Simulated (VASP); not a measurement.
# CdS (I-4m2) in VASP: a series of runs

Runs on CdS. Level: r2SCAN. Tasks: single point.

All numbers are computed with VASP 6.6.1; they aren't measurements. Logs are shortened: lines on timing, memory, paths and dates and some standing lists are left out, and cuts for length are marked.

**1. The cell of the first run**

It takes space group I-4m2 (No. 119, tetragonal). The conventional cell has a = 4.115 Å, b = 4.115 Å, c = 6.053 Å, α = 90.00°, β = 90.00°, γ = 90.00°. Within 3.4 Å of Cd (site symmetry -4m2) lie 4 S at 2.55 Å. Within 3.4 Å of S (site symmetry -4m2) lie 4 Cd at 2.55 Å.

**2. Single point, r2SCAN (strain +0.000 along x and y, +0.040 along z)**

Contents of POSCAR:

```
CdS
1.0
    0.0000000000      2.9100000000      3.0264000000
    2.9100000000      0.0000000000      3.0264000000
    2.9100000000      2.9100000000      0.0000000000
Cd S
1 1
Direct
    0.0000000000      0.0000000000      0.0000000000
    0.7500000000      0.7500000000      0.7500000000
```

Contents of INCAR.step1:

```
SYSTEM = CdS
PREC = Accurate ; ENCUT = 520
ISMEAR = 0 ; SIGMA = 0.05
LREAL = .False. ; LASPH = .True.
NELM = 60 ; NBANDS = 16
GGA = PE ; ALGO = Normal
EDIFF = 1E-4 ; LWAVE = .True.
LCHARG = .False.
```

Contents of INCAR.step2:

```
SYSTEM = CdS
PREC = Accurate ; ENCUT = 520
EDIFF = 1E-6 ; ISMEAR = 0
SIGMA = 0.05 ; LREAL = .False.
LASPH = .True. ; NELM = 60
ALGO = Normal ; ISIF = 2
LWAVE = .False. ; LCHARG = .True.
METAGGA = R2SCAN ; LMIXTAU = .True.
LELF = .True. ; LVHAR = .True.
NBANDS = 16 ; ISTART = 1
```

Contents of KPOINTS:

```
Automatic mesh
0
Gamma
  8 8 8
  0 0 0
```

Potentials or basis: VASP PAW PBE potentials, release 64 (Cd, S).

Started as:

```bash
> cat potpaw_PBE.64/Cd/POTCAR potpaw_PBE.64/S/POTCAR > POTCAR
> cp INCAR.step1 INCAR
> mpirun -np 1 vasp_std > vasp.out
> cp INCAR.step2 INCAR
> mpirun -np 1 vasp_std > vasp.out
```

OUTCAR:

```text
SYSTEM = CdS
   PREC = Accurate
   ENCUT = 520
   EDIFF = 1E-6
   ISMEAR = 0
   LREAL = .False.
   LASPH = .True.
   NELM = 60
   ISIF = 2
   METAGGA = R2SCAN
   ISTART = 1

 ion  position               nearest neighbor table
   1  0.000  0.000  0.000-   2 2.55   2 2.55   2 2.55   2 2.55
   2  0.750  0.750  0.750-   1 2.55   1 2.55   1 2.55   1 2.55

  LATTYP: Found a body centered tetragonal cell.
 ALAT       =     4.1153614665
 C/A-ratio  =     1.4707821049

  Lattice vectors:

 A1 = (  -2.9100000000,   0.0000000000,   3.0264000000)
 A2 = (   2.9100000000,   0.0000000000,   3.0264000000)
 A3 = (   0.0000000000,   2.9100000000,  -3.0264000000)

Analysis of symmetry for initial positions (statically):
=====================================================================
 Subroutine PRICEL returns:
 Original cell was already a primitive cell.

 Routine SETGRP: Setting up the symmetry group for a
 body centered tetragonal supercell.

 Subroutine GETGRP returns: Found  8 space group operations
 (whereof  8 operations were pure point group operations)
 out of a pool of 16 trial point group operations.

The static configuration has the point symmetry D_2d.

Analysis of symmetry for dynamics (positions and initial velocities):
=====================================================================
 Subroutine PRICEL returns:
 Original cell was already a primitive cell.

 Routine SETGRP: Setting up the symmetry group for a
 body centered tetragonal supercell.

 Subroutine GETGRP returns: Found  8 space group operations
 (whereof  8 operations were pure point group operations)
 out of a pool of 16 trial point group operations.

The dynamic configuration has the point symmetry D_2d.

 Subroutine INISYM returns: Found  8 space group operations
 (whereof  8 operations are pure point group operations),
 and found     1 'primitive' translations

----------------------------------------------------------------------------------------

                                     Primitive cell

  volume of cell :      51.2557

  direct lattice vectors                    reciprocal lattice vectors
     0.000000000  2.910000000  3.026400000    -0.171821306  0.171821306  0.165212794
     2.910000000  0.000000000  3.026400000     0.171821306 -0.171821306  0.165212794
     2.910000000  2.910000000  0.000000000     0.171821306  0.171821306 -0.165212794

  length of vectors
     4.198475552  4.198475552  4.115361467     0.293837352  0.293837352  0.293837352

  position of ions in fractional coordinates (direct lattice)
     0.000000000  0.000000000  0.000000000
     0.750000000  0.750000000  0.750000000

  ion indices of the primitive-cell ions
   primitive index   ion index
                 1           1
                 2           2

----------------------------------------------------------------------------------------

 KPOINTS: Automatic mesh

Automatic generation of k-mesh.
 Grid dimensions read from file:
 generate k-points for:    8    8    8

 Generating k-lattice:

  Cartesian coordinates                     Fractional coordinates (reciprocal lattice)
    -0.021477663  0.021477663  0.020651599     0.125000000  0.000000000  0.000000000
     0.021477663 -0.021477663  0.020651599     0.000000000  0.125000000  0.000000000
     0.021477663  0.021477663 -0.020651599    -0.000000000 -0.000000000  0.125000000

  Length of vectors
     0.036729669  0.036729669  0.036729669

  Shift w.r.t. Gamma in fractional coordinates (k-lattice)
     0.000000000  0.000000000  0.000000000

 Subroutine IBZKPT returns following result:
 ===========================================

 Found     59 irreducible k-points:

 Following reciprocal coordinates:
            Coordinates               Weight
  0.000000  0.000000  0.000000      1.000000
  0.125000  0.000000  0.000000      8.000000
  0.250000  0.000000  0.000000      8.000000
  0.375000  0.000000  0.000000      8.000000
  0.500000  0.000000  0.000000      4.000000
  0.125000  0.125000  0.000000      2.000000
[... 16 lines left out ...]
  0.250000  0.000000  0.125000     16.000000
  0.375000  0.000000  0.125000     16.000000
 [... further k-points ...]
   k-points           NKPTS =     59   k-points in BZ     NKDIM =     59   number of bands    NBANDS=     16
   number of dos      NEDOS =    301   number of ions     NIONS =      2
   total plane-waves  NPLWV =  32768
   dimension x,y,z NGX =    32 NGY =   32 NGZ =   32
   dimension x,y,z NGXF=    64 NGYF=   64 NGZF=   64
   ions per type =               1   1
   NGX,Y,Z   is equivalent  to a cutoff of  12.67, 12.67, 12.93 a.u.
   NGXF,Y,Z  is equivalent  to a cutoff of  25.34, 25.34, 25.85 a.u.
 SYSTEM =  CdS
   PREC   = accura    normal or accurate (medium, high low for compatibility)
   ISTART =      1    job   : 0-new  1-cont  2-samecut
   ICHARG =      0    charge: 1-file 2-atom 10-const
   ISPIN  =      1    spin polarized calculation?
   LNONCOLLINEAR =      F non collinear calculations
   LSORBIT =      F    spin-orbit coupling
   LASPH  =      T    aspherical Exc in radial PAW
   ENCUT  =  520.0 eV  38.22 Ry    6.18 a.u.   7.81  7.81  7.65*2*pi/ulx,y,z
   NELM   =     60;   NELMIN=  2; NELMDL=  0     # of ELM steps
   EDIFF  = 0.1E-05   stopping-criterion for ELM
   LREAL  =      F    real-space projection
   EDIFFG = 0.1E-04   stopping-criterion for IOM
   NSW    =      0    number of steps for IOM
   IBRION =     -1    ionic relax: 0-MD 1-quasi-New 2-CG
   NFREE  =      0    steps in history (QN), initial steepest desc. (CG)
   ISIF   =      2    stress and relaxation
   ISYM   =      2    0-nonsym 1-usesym 2-fastsym
   POTIM  = 0.5000    time-step for ionic-motion
   TEBEG  =    0.0;   TEEND  =   0.0 temperature during run
   PSTRESS=    0.0 pullay stress
   NELECT =      18.0000    total number of electrons
   NUPDOWN=      -1.0000    fix difference up-down
   EMIN   =  10.00;   EMAX   =-10.00  energy-range for DOS
   EFERMI =   0.00;   METHOD = LEGACY
   ISMEAR =     0;   SIGMA  =   0.05  broadening in eV -4-tet -1-fermi 0-gaus
   EFERMI_NEDOS =   21; number of points for ismear=-14 and -15
   IALGO  =     38    algorithm
   IMIX   =      4    mixing-type and parameters
     AMIX     =   0.40;   BMIX     =  1.00
     AMIX_MAG =   1.60;   BMIX_MAG =  1.00
  volume/ion in A,a.u.               =      25.63       172.95
  Fermi-wavevector in a.u.,A,eV,Ry     =   1.155008  2.182648 18.150756  1.334043
  Thomas-Fermi vector in A             =   2.291640
   LORBIT       =      0    0 simple, 1 ext, 2 COOP (PROOUT), +10 PAW based schemes
   METAGGA = R2SCAN    functional components
   LHFCALC =     F    Hartree Fock is set to
   AEXX    =    0.0000 exact exchange contribution
   IVDW    =     0    specifies the selected vdW correction
   LEPSILON=     F    determine dielectric tensor
   LRPA    =     F    only Hartree local field effects (RPA)
 non-spin polarized calculation
 Gauss-broadening in eV      SIGMA  =   0.05
  energy-cutoff  :      520.00
  volume of cell :       51.26
 maximum number of plane-waves:      1399
   NGX = 15   NGY = 15   NGZ = 15

 number of electron      18.0000001 magnetization

 Free energy of the ion-electron system (eV)
  ---------------------------------------------------
  ext. energy  EPLUGINS =         0.00000000
  ---------------------------------------------------
  free energy    TOTEN  =       -29.68275396 eV

  energy without entropy =      -29.68275396  energy(sigma->0) =      -29.68275396

 E-fermi :   1.0720     XC(G=0):  -9.5745

 val. band max:        0.8147474421   @ k =   0.0000   0.0000   0.0000
 cond. band min:       2.2871130160   @ k =   0.0000   0.0000   0.0000
 fundamental gap:      1.4723655739
 Fermi energy:         1.0719750553

 k-point     1 :       0.0000    0.0000    0.0000
  band No.  band energies     occupation
      1     -11.8968      2.00000
      2      -7.0953      2.00000
      3      -7.0706      2.00000
      4      -7.0706      2.00000
      5      -6.6191      2.00000
      6      -6.6083      2.00000
[... 8 lines left out ...]
     15      12.6216      0.00000
     16      13.0126      0.00000

 k-point     2 :       0.1250    0.0000    0.0000
  band No.  band energies     occupation
      1     -11.8383      2.00000
      2      -7.0685      2.00000
      3      -7.0488      2.00000
      4      -7.0201      2.00000
      5      -6.6181      2.00000
      6      -6.6105      2.00000
[... 8 lines left out ...]
     15      12.3213      0.00000
     16      13.1775      0.00000

 k-point     3 :       0.2500    0.0000    0.0000
  band No.  band energies     occupation
      1     -11.6966      2.00000
      2      -7.0205      2.00000
      3      -7.0007      2.00000
      4      -6.8291      2.00000
      5      -6.6097      2.00000
      6      -6.6074      2.00000
[... 8 lines left out ...]
     15      11.9660      0.00000
     16      12.5194      0.00000

 k-point     4 :       0.3750    0.0000    0.0000
  band No.  band energies     occupation
      1     -11.5550      2.00000
      2      -6.9850      2.00000
      3      -6.9615      2.00000
      4      -6.5972      2.00000
      5      -6.5891      2.00000
      6      -6.4854      2.00000
[... 8 lines left out ...]
     15      12.7507      0.00000
     16      12.8801      0.00000

 k-point     5 :       0.5000    0.0000    0.0000
  band No.  band energies     occupation
      1     -11.4967      2.00000
      2      -6.9742      2.00000
      3      -6.9488      2.00000
      4      -6.5877      2.00000
      5      -6.5716      2.00000
      6      -6.2573      2.00000
[... 8 lines left out ...]
     15      13.7738      0.00000
     16      13.9696      0.00000

 k-point     6 :       0.1250    0.1250    0.0000
  band No.  band energies     occupation
      1     -11.8222      2.00000
      2      -7.0462      2.00000
      3      -7.0284      2.00000
      4      -7.0284      2.00000
      5      -6.6346      2.00000
      6      -6.5981      2.00000
[... 8 lines left out ...]
     15      13.1085      0.00000
     16      13.6944      0.00000

 k-point     7 :       0.2500    0.1250    0.0000
  band No.  band energies     occupation
      1     -11.7106      2.00000
      2      -7.0099      2.00000
      3      -6.9777      2.00000
      4      -6.8921      2.00000
      5      -6.6385      2.00000
      6      -6.5897      2.00000
[... 8 lines left out ...]
     15      12.8742      0.00000
     16      13.9567      0.00000

 k-point     8 :       0.3750    0.1250    0.0000
  band No.  band energies     occupation
      1     -11.5693      2.00000
      2      -6.9759      2.00000
      3      -6.9334      2.00000
      4      -6.6629      2.00000
      5      -6.5815      2.00000
      6      -6.5500      2.00000
[... 8 lines left out ...]
     15      13.2750      0.00000
     16      13.2976      0.00000

 k-point     9 :       0.5000    0.1250    0.0000
  band No.  band energies     occupation
      1     -11.4817      2.00000
      2      -6.9592      2.00000
      3      -6.9182      2.00000
      4      -6.6047      2.00000
      5      -6.5838      2.00000
      6      -6.2554      2.00000
[... 8 lines left out ...]
     15      13.5344      0.00000
     16      13.8411      0.00000
[... 172 lines left out ...]
 k-point    19 :       0.5000    0.3750    0.0000
  band No.  band energies     occupation
      1     -11.4044      2.00000
      2      -6.8492      2.00000
      3      -6.7718      2.00000
      4      -6.7410      2.00000
      5      -6.5509      2.00000
      6      -6.2442      2.00000
[... 8 lines left out ...]
     15      14.1301      0.00000
     16      14.9886      0.00000

 k-point    20 :      -0.3750    0.3750    0.0000
  band No.  band energies     occupation
      1     -11.3931      2.00000
      2      -6.8819      2.00000
      3      -6.7950      2.00000
      4      -6.6846      2.00000
      5      -6.5775      2.00000
      6      -6.1009      2.00000
[... 8 lines left out ...]
     15      13.4185      0.00000
     16      15.4838      0.00000

 k-point    21 :       0.5000    0.5000    0.0000
  band No.  band energies     occupation
      1     -11.3874      2.00000
      2      -6.8347      2.00000
      3      -6.7443      2.00000
      4      -6.7443      2.00000
      5      -6.5382      2.00000
      6      -6.2441      2.00000
[... 8 lines left out ...]
     15      13.8370      0.00000
     16      14.8855      0.00000

 k-point    22 :       0.1250    0.0000    0.1250
  band No.  band energies     occupation
      1     -11.8174      2.00000
      2      -7.0530      2.00000
      3      -7.0282      2.00000
      4      -7.0241      2.00000
      5      -6.6244      2.00000
      6      -6.6036      2.00000
[... 8 lines left out ...]
     15      12.6294      0.00000
     16      13.8784      0.00000

 k-point    23 :       0.2500    0.0000    0.1250
  band No.  band energies     occupation
      1     -11.7028      2.00000
      2      -7.0107      2.00000
      3      -6.9850      2.00000
      4      -6.8908      2.00000
      5      -6.6250      2.00000
      6      -6.5896      2.00000
[... 8 lines left out ...]
     15      12.5801      0.00000
     16      13.8949      0.00000

 k-point    24 :       0.3750    0.0000    0.1250
  band No.  band energies     occupation
      1     -11.5620      2.00000
      2      -6.9713      2.00000
      3      -6.9424      2.00000
      4      -6.6892      2.00000
      5      -6.5791      2.00000
      6      -6.5107      2.00000
[... 8 lines left out ...]
     15      13.1406      0.00000
     16      13.5229      0.00000

 [... further k-points ...]

------------------------ aborting loop because EDIFF is reached ----------------------------------------

  FORCE on cell =-STRESS in cart. coord.  units (eV):
  Direction    XX          YY          ZZ          XY          YZ          ZX
  --------------------------------------------------------------------------------------
  -------------------------------------------------------------------------------------
  Total       -0.0142643     -0.0142643     -0.2745441      0.0000000      0.0000000      0.0000000
  in kB       -0.4458817     -0.4458817     -8.5818404      0.0000000      0.0000000      0.0000000
  external PRESSURE =      -3.1578679 kB  Pullay stress =       0.0000000 kB

 VOLUME and BASIS-vectors are now :
 -----------------------------------------------------------------------------
  energy-cutoff  :      520.00
  volume of cell :       51.26
      direct lattice vectors                 reciprocal lattice vectors
     0.000000000  2.910000000  3.026400000    -0.171821306  0.171821306  0.165212794
     2.910000000  0.000000000  3.026400000     0.171821306 -0.171821306  0.165212794
     2.910000000  2.910000000  0.000000000     0.171821306  0.171821306 -0.165212794

 POSITION                                       TOTAL-FORCE (eV/Angst)
 -----------------------------------------------------------------------------------
      0.00000      0.00000      0.00000         0.000000      0.000000      0.000000
      4.36500      4.36500      4.53960        -0.000000     -0.000000     -0.000000
 -----------------------------------------------------------------------------------
    total drift:                                0.000002      0.000002      0.000010

  FREE ENERGIE OF THE ION-ELECTRON SYSTEM (eV)
  ---------------------------------------------------
  free  energy   TOTEN  =       -29.6827539619 eV

  energy  without entropy=      -29.6827539619  energy(sigma->0) =      -29.68275396
```

Run time: 3.8 min. Hardware: 1 thread of Intel Xeon 8259CL, shared host; peak memory 0.21 GiB.

Results:

```yaml
Free_energy: -29.6828 eV
Pressure: -0.3 GPa
Band_gap_on_the_k_mesh: 1.47 eV
```

Caveat: the cell differs from its parent crystal (strain +0.000 along x and y, +0.040 along z); the PAW data sets were made with another functional, which shifts forces and pressure a little.

**3. Single point, r2SCAN (strain +0.040 along x and y, +0.080 along z)**

Contents of POSCAR:

```
CdS
1.0
    0.0000000000      3.0264000000      3.1428000000
    3.0264000000      0.0000000000      3.1428000000
    3.0264000000      3.0264000000      0.0000000000
Cd S
1 1
Direct
    0.0000000000      0.0000000000      0.0000000000
    0.7500000000      0.7500000000      0.7500000000
```

Contents of INCAR.step1:

```
ALGO     = Normal         # electronic algorithm
EDIFF    = 1E-4           # SCF threshold, eV
ENCUT    = 520            # plane-wave cutoff, eV
GGA      = PE             # functional
ISMEAR   = 0              # smearing method
LASPH    = T              # aspherical terms in the spheres
LCHARG   = F              # write CHGCAR
LREAL    = F              # projectors in reciprocal space
LWAVE    = T              # write WAVECAR
NBANDS   = 16             # bands
NELM     = 100            # most SCF steps
PREC     = Accurate       # precision mode
SIGMA    = 0.05           # smearing width, eV
```

Contents of INCAR.step2:

```
ALGO     = Normal         # electronic algorithm
EDIFF    = 1E-6           # SCF threshold, eV
ENCUT    = 520            # plane-wave cutoff, eV
ISIF     = 2              # what is computed and relaxed
ISMEAR   = 0              # smearing method
ISTART   = 1            
LASPH    = T              # aspherical terms in the spheres
LCHARG   = F              # write CHGCAR
LMIXTAU  = T            
LREAL    = F              # projectors in reciprocal space
LWAVE    = F              # write WAVECAR
METAGGA  = R2SCAN         # meta-GGA
NBANDS   = 16             # bands
NELM     = 100            # most SCF steps
PREC     = Accurate       # precision mode
SIGMA    = 0.05           # smearing width, eV
```

Contents of KPOINTS:

```
k-points
0
Gamma
  8 8 8
```

Potentials or basis: VASP PAW PBE potentials, release 64 (Cd, S).

Started as:

```bash
> cat potpaw_PBE.64/Cd/POTCAR potpaw_PBE.64/S/POTCAR > POTCAR
> cp INCAR.step1 INCAR
> mpirun -np 1 vasp_std > vasp.out
> cp INCAR.step2 INCAR
> mpirun -np 1 vasp_std > vasp.out
```

Wall time 3 min (1 thread of Intel Xeon 8259CL, shared host); peak memory 0.22 GiB.

The run converged. Its results:

```yaml
Free_energy: -29.5556 eV
Pressure: -5.6 GPa
Band_gap_on_the_k_mesh: 1.20 eV
```

Stress tensor (GPa, compression positive):
```
-5.27  0.00  0.00
 0.00 -5.27  0.00
 0.00  0.00 -6.24
```

Levels at points of the mesh, in eV from the valence-band top:
```csv
k point,band 6,band 7,band 8,band 9,band 10,band 11,band 12,band 13
"(0.00, 0.00, 0.00)",-7.28,-0.11,0.00,0.00,1.20,7.01,7.01,7.03
"(0.50, 0.00, 0.00)",-7.01,-3.65,-0.68,-0.54,3.15,7.24,7.38,7.52
"(0.50, 0.50, 0.00)",-6.99,-3.51,-1.39,-1.39,4.08,4.64,8.88,10.63
"(0.50, 0.00, 0.50)",-6.94,-3.31,-1.55,-1.50,3.97,4.36,9.20,10.32
```

Caveat: the cell differs from its parent crystal (strain +0.040 along x and y, +0.080 along z); the cell stands under tension; the PAW data sets were made with another functional, which shifts forces and pressure a little.
